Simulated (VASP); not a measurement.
**Si4C5: single point with PBE**

The system is Si4C5, a slab with vacuum.

```
CELL_PARAMETERS angstrom
3.09201 0.00000 0.00000
-1.54601 2.67776 0.00000
0.00000 0.00000 25.23371
ATOMIC_POSITIONS crystal
C 0.33333 0.66667 0.15852
C 0.66667 0.33333 0.25905
C 0.33333 0.66667 0.36079
C 0.66667 0.33333 0.46236
C 0.66667 0.33333 0.50820
Si 0.66667 0.33333 0.18348
Si 0.33333 0.66667 0.28401
Si 0.66667 0.33333 0.38429
Si 0.33333 0.66667 0.48482
```

- Program: VASP 6.6.1
- Task: single point
- Functional: PBE
- Potentials or basis: VASP PAW PBE potentials, release 64 (C, Si)
- Cutoff: 520 eV
- k mesh: 9 × 9 × 1
- Occupations: gaussian, width 0.05 eV
- Spin: collinear spin
- Starting moments: [0.0, 0.0, 0.0, 0.0, 2.0, 0.0, 0.0, 0.0, 0.0] μB

```yaml
Largest_force: 26.005 eV/Å
Band_gap_on_the_k_mesh: zero (filled and empty bands overlap)
Net_moment: 0.00 μB per cell
Valence_electrons_inside_the_program's_atomic_spheres: C 2.39, 2.52, 2.53, 2.91, 2.85; Si 1.66, 1.65, 1.62, 1.67
```

Forces in eV/Å, atoms in the order of the input:
```
C     0.000   0.000   2.363
C     0.000   0.000   1.402
C     0.000   0.000   0.443
C     0.000   0.000 -26.005
C     0.000   0.000  23.165
Si    0.000   0.000  -2.953
Si    0.000   0.000  -0.961
Si    0.000   0.000  -0.411
Si    0.000   0.000   2.958
```

Levels at points of the mesh, in eV from the Fermi level:
Spin up:
```csv
k point,band 14,band 15,band 16,band 17,band 18,band 19,band 20,band 21,band 22,band 23
"(0.00, 0.00, 0.00)",-1.45,-0.59,0.10,0.20,0.20,2.07,2.07,3.04,3.04,3.76
```
Spin down:
```csv
k point,band 14,band 15,band 16,band 17,band 18,band 19,band 20,band 21,band 22,band 23
"(0.00, 0.00, 0.00)",-1.45,-0.59,0.10,0.20,0.20,2.07,2.07,3.04,3.04,3.76
```

It took 23 min on 1 thread of Intel(R) Xeon(R) Platinum 8259CL CPU @ 2.50GHz (Skylake/Cascade Lake), on a shared host, peak memory 0.46 GiB.
